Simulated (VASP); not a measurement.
# CdS (I-4m2) in VASP: further runs

Runs on CdS. Level: PBE. Tasks: single point.

Program: VASP 6.6.1. These are calculated values, not measurements. Logs are shortened: lines on timing, memory, paths and dates and some standing lists are left out, and cuts for length are marked.

## (1) The cell of the first run

Symmetry: I-4m2, No. 119, tetragonal system. The conventional cell has a = 3.771 Å, b = 3.771 Å, c = 6.932 Å, α = 90.00°, β = 90.00°, γ = 90.00°. Cd (site symmetry -4m2) has 4 S at 2.56 Å within 3.4 Å. S (site symmetry -4m2) has 4 Cd at 2.56 Å within 3.4 Å.

## (2) Single point, PBE

The input, INCAR:

```
ALGO = Normal ; EDIFF = 1E-7
ENCUT = 520 ; GGA = PE
ISIF = 2 ; ISMEAR = 0
LASPH = T ; LCHARG = F
LREAL = F ; LWAVE = F
NBANDS = 16 ; NELM = 80
PREC = Accurate ; SIGMA = 0.05
```

The input, KPOINTS:

```
k-points
0
Gamma
  10 10 10
```

The input, POSCAR:

```
CdS
1.0
    0.0000000000      2.6663175518      3.4662128173
    2.6663175518      0.0000000000      3.4662128173
    2.6663175518      2.6663175518      0.0000000000
Cd S
1 1
Direct
    0.0000000000      0.0000000000      0.0000000000
    0.7500000000      0.7500000000      0.7500000000
```

Potentials or basis: VASP PAW PBE potentials, release 64 (Cd, S).

On the command line:

```bash
$ cat potpaw_PBE.64/Cd/POTCAR potpaw_PBE.64/S/POTCAR > POTCAR
$ mpirun -np 1 vasp_std > vasp.out
```

OUTCAR:

```text
EDIFF = 1E-7
   ENCUT = 520
   GGA = PE
   ISIF = 2
   ISMEAR = 0
   LASPH = T
   LREAL = F
   NELM = 80
   PREC = Accurate

 ion  position               nearest neighbor table
   1  0.000  0.000  0.000-   2 2.56   2 2.56   2 2.56   2 2.56
   2  0.750  0.750  0.750-   1 2.56   1 2.56   1 2.56   1 2.56

  LATTYP: Found a body centered tetragonal cell.
 ALAT       =     3.7707424433
 C/A-ratio  =     1.8384776311

  Lattice vectors:

 A1 = (  -2.6663175518,   0.0000000000,   3.4662128173)
 A2 = (   2.6663175518,   0.0000000000,   3.4662128173)
 A3 = (   0.0000000000,   2.6663175518,  -3.4662128173)

Analysis of symmetry for initial positions (statically):
=====================================================================
 Subroutine PRICEL returns:
 Original cell was already a primitive cell.

 Routine SETGRP: Setting up the symmetry group for a
 body centered tetragonal supercell.

 Subroutine GETGRP returns: Found  8 space group operations
 (whereof  8 operations were pure point group operations)
 out of a pool of 16 trial point group operations.

The static configuration has the point symmetry D_2d.

Analysis of symmetry for dynamics (positions and initial velocities):
=====================================================================
 Subroutine PRICEL returns:
 Original cell was already a primitive cell.

 Routine SETGRP: Setting up the symmetry group for a
 body centered tetragonal supercell.

 Subroutine GETGRP returns: Found  8 space group operations
 (whereof  8 operations were pure point group operations)
 out of a pool of 16 trial point group operations.

The dynamic configuration has the point symmetry D_2d.

 Subroutine INISYM returns: Found  8 space group operations
 (whereof  8 operations are pure point group operations),
 and found     1 'primitive' translations

----------------------------------------------------------------------------------------

                                     Primitive cell

  volume of cell :      49.2843

  direct lattice vectors                    reciprocal lattice vectors
     0.000000000  2.666317552  3.466212817    -0.187524550  0.187524550  0.144249654
     2.666317552  0.000000000  3.466212817     0.187524550 -0.187524550  0.144249654
     2.666317552  2.666317552  0.000000000     0.187524550  0.187524550 -0.144249654

  length of vectors
     4.373085934  4.373085934  3.770742443     0.301892161  0.301892161  0.301892161

  position of ions in fractional coordinates (direct lattice)
     0.000000000  0.000000000  0.000000000
     0.750000000  0.750000000  0.750000000

  ion indices of the primitive-cell ions
   primitive index   ion index
                 1           1
                 2           2

----------------------------------------------------------------------------------------

 KPOINTS: k-points

Automatic generation of k-mesh.
 Grid dimensions read from file:
 generate k-points for:   10   10   10

 Generating k-lattice:

  Cartesian coordinates                     Fractional coordinates (reciprocal lattice)
    -0.018752455  0.018752455  0.014424965     0.100000000 -0.000000000  0.000000000
     0.018752455 -0.018752455  0.014424965    -0.000000000  0.100000000  0.000000000
     0.018752455  0.018752455 -0.014424965     0.000000000  0.000000000  0.100000000

  Length of vectors
     0.030189216  0.030189216  0.030189216

  Shift w.r.t. Gamma in fractional coordinates (k-lattice)
     0.000000000  0.000000000  0.000000000

 Subroutine IBZKPT returns following result:
 ===========================================

 Found    102 irreducible k-points:

 Following reciprocal coordinates:
            Coordinates               Weight
  0.000000  0.000000  0.000000      1.000000
  0.100000  0.000000  0.000000      8.000000
  0.200000  0.000000  0.000000      8.000000
  0.300000  0.000000  0.000000      8.000000
  0.400000  0.000000  0.000000      8.000000
  0.500000  0.000000  0.000000      4.000000
[... 16 lines left out ...]
  0.300000  0.300000  0.000000      2.000000
  0.400000  0.300000  0.000000      8.000000
 [... further k-points ...]
   k-points           NKPTS =    102   k-points in BZ     NKDIM =    102   number of bands    NBANDS=     16
   number of dos      NEDOS =    301   number of ions     NIONS =      2
   total plane-waves  NPLWV =  36288
   dimension x,y,z NGX =    36 NGY =   36 NGZ =   28
   dimension x,y,z NGXF=    72 NGYF=   72 NGZF=   56
   ions per type =               1   1
   NGX,Y,Z   is equivalent  to a cutoff of  13.69, 13.69, 12.34 a.u.
   NGXF,Y,Z  is equivalent  to a cutoff of  27.37, 27.37, 24.69 a.u.
 SYSTEM =  unknown system
   PREC   = accura    normal or accurate (medium, high low for compatibility)
   ISTART =      0    job   : 0-new  1-cont  2-samecut
   ICHARG =      2    charge: 1-file 2-atom 10-const
   ISPIN  =      1    spin polarized calculation?
   LNONCOLLINEAR =      F non collinear calculations
   LSORBIT =      F    spin-orbit coupling
   LASPH  =      T    aspherical Exc in radial PAW
   ENCUT  =  520.0 eV  38.22 Ry    6.18 a.u.   8.13  8.13  7.01*2*pi/ulx,y,z
   NELM   =     80;   NELMIN=  2; NELMDL= -5     # of ELM steps
   EDIFF  = 0.1E-06   stopping-criterion for ELM
   LREAL  =      F    real-space projection
   EDIFFG = 0.1E-05   stopping-criterion for IOM
   NSW    =      0    number of steps for IOM
   IBRION =     -1    ionic relax: 0-MD 1-quasi-New 2-CG
   NFREE  =      0    steps in history (QN), initial steepest desc. (CG)
   ISIF   =      2    stress and relaxation
   ISYM   =      2    0-nonsym 1-usesym 2-fastsym
   POTIM  = 0.5000    time-step for ionic-motion
   TEBEG  =    0.0;   TEEND  =   0.0 temperature during run
   PSTRESS=    0.0 pullay stress
   NELECT =      18.0000    total number of electrons
   NUPDOWN=      -1.0000    fix difference up-down
   EMIN   =  10.00;   EMAX   =-10.00  energy-range for DOS
   EFERMI =   0.00;   METHOD = LEGACY
   ISMEAR =     0;   SIGMA  =   0.05  broadening in eV -4-tet -1-fermi 0-gaus
   EFERMI_NEDOS =   21; number of points for ismear=-14 and -15
   IALGO  =     38    algorithm
   IMIX   =      4    mixing-type and parameters
     AMIX     =   0.40;   BMIX     =  1.00
     AMIX_MAG =   1.60;   BMIX_MAG =  1.00
  volume/ion in A,a.u.               =      24.64       166.29
  Fermi-wavevector in a.u.,A,eV,Ry     =   1.170207  2.211371 18.631605  1.369384
  Thomas-Fermi vector in A             =   2.306669
   LORBIT       =      0    0 simple, 1 ext, 2 COOP (PROOUT), +10 PAW based schemes
   GGA     = PE    functional components
   LHFCALC =     F    Hartree Fock is set to
   AEXX    =    0.0000 exact exchange contribution
   IVDW    =     0    specifies the selected vdW correction
   LEPSILON=     F    determine dielectric tensor
   LRPA    =     F    only Hartree local field effects (RPA)
 non-spin polarized calculation
 Gauss-broadening in eV      SIGMA  =   0.05
  energy-cutoff  :      520.00
  volume of cell :       49.28
 maximum number of plane-waves:      1341
 NGX is ok and might be reduce to    36
   NGX = 17   NGY = 17   NGZ = 13

 number of electron      18.0000002 magnetization

 Free energy of the ion-electron system (eV)
  ---------------------------------------------------
  ext. energy  EPLUGINS =         0.00000000
  ---------------------------------------------------
  free energy    TOTEN  =        -5.93253972 eV

  energy without entropy =       -5.93253972  energy(sigma->0) =       -5.93253972

 E-fermi :   1.8716     XC(G=0):  -9.2464

 val. band max:        1.6749899897   @ k =   0.0000   0.0000   0.0000
 cond. band min:       2.1863135567   @ k =   0.0000   0.0000   0.0000
 fundamental gap:      0.5113235670
 Fermi energy:         1.8715696568

 k-point     1 :       0.0000    0.0000    0.0000
  band No.  band energies     occupation
      1     -10.9170      2.00000
      2      -6.5041      2.00000
      3      -6.2807      2.00000
      4      -6.2807      2.00000
      5      -6.0052      2.00000
      6      -5.9227      2.00000
[... 8 lines left out ...]
     15      12.3311      0.00000
     16      13.2946      0.00000

 k-point     2 :       0.1000    0.0000    0.0000
  band No.  band energies     occupation
      1     -10.8706      2.00000
      2      -6.4816      2.00000
      3      -6.2733      2.00000
      4      -6.2684      2.00000
      5      -5.9919      2.00000
      6      -5.9300      2.00000
[... 8 lines left out ...]
     15      12.7872      0.00000
     16      14.0641      0.00000

 k-point     3 :       0.2000    0.0000    0.0000
  band No.  band energies     occupation
      1     -10.7478      2.00000
      2      -6.4268      2.00000
      3      -6.2369      2.00000
      4      -6.2351      2.00000
      5      -5.9479      2.00000
      6      -5.9464      2.00000
[... 8 lines left out ...]
     15      13.2055      0.00000
     16      13.4846      0.00000

 k-point     4 :       0.3000    0.0000    0.0000
  band No.  band energies     occupation
      1     -10.5941      2.00000
      2      -6.3810      2.00000
      3      -6.2011      2.00000
      4      -6.1279      2.00000
      5      -5.9662      2.00000
      6      -5.8576      2.00000
[... 8 lines left out ...]
     15      12.8139      0.00000
     16      13.7229      0.00000
[... 324 lines left out ...]
 k-point    22 :      -0.2000    0.2000    0.0000
  band No.  band energies     occupation
      1     -10.5169      2.00000
      2      -6.3632      2.00000
      3      -6.1871      2.00000
      4      -6.1530      2.00000
      5      -5.9934      2.00000
      6      -5.7174      2.00000
[... 8 lines left out ...]
     15      12.3182      0.00000
     16      13.8086      0.00000

 k-point    23 :       0.3000    0.3000    0.0000
  band No.  band energies     occupation
      1     -10.6097      2.00000
      2      -6.2435      2.00000
      3      -6.1291      2.00000
      4      -6.1291      2.00000
      5      -6.0652      2.00000
      6      -5.9058      2.00000
[... 8 lines left out ...]
     15      14.8957      0.00000
     16      15.7804      0.00000

 k-point    24 :       0.4000    0.3000    0.0000
  band No.  band energies     occupation
      1     -10.5240      2.00000
      2      -6.2008      2.00000
      3      -6.0975      2.00000
      4      -6.0684      2.00000
      5      -6.0005      2.00000
      6      -5.9105      2.00000
[... 8 lines left out ...]
     15      14.6644      0.00000
     16      15.2013      0.00000

 [... further k-points ...]
[... 5 lines left out ...]
  --------------------------------------------------------------------------------------
  -------------------------------------------------------------------------------------
  Total        1.3934484      1.3934484     -1.1737773      0.0000000      0.0000000      0.0000000
  in kB       45.2994055     45.2994055    -38.1581521      0.0000000      0.0000000      0.0000000
  external PRESSURE =      17.4802197 kB  Pullay stress =       0.0000000 kB

 VOLUME and BASIS-vectors are now :
 -----------------------------------------------------------------------------
  energy-cutoff  :      520.00
  volume of cell :       49.28
      direct lattice vectors                 reciprocal lattice vectors
     0.000000000  2.666317552  3.466212817    -0.187524550  0.187524550  0.144249654
     2.666317552  0.000000000  3.466212817     0.187524550 -0.187524550  0.144249654
     2.666317552  2.666317552  0.000000000     0.187524550  0.187524550 -0.144249654

 POSITION                                       TOTAL-FORCE (eV/Angst)
 -----------------------------------------------------------------------------------
      0.00000      0.00000      0.00000        -0.000000     -0.000000      0.000000
      3.99948      3.99948      5.19932         0.000000      0.000000      0.000000
 -----------------------------------------------------------------------------------
    total drift:                               -0.000001     -0.000001      0.000001

  FREE ENERGIE OF THE ION-ELECTRON SYSTEM (eV)
  ---------------------------------------------------
  free  energy   TOTEN  =        -5.9325397204 eV

  energy  without entropy=       -5.9325397204  energy(sigma->0) =       -5.93253972
```

Wall time 31 s (1 thread of Intel Xeon 6975P-C (Granite Rapids), shared host); peak memory 0.23 GiB.

Results:

| Quantity | Value |
| --- | --- |
| Free energy | -5.9325 eV |
| Pressure | 1.7 GPa |
| Band gap on the k mesh | 0.51 eV, direct |

[end of part 1 of 2]
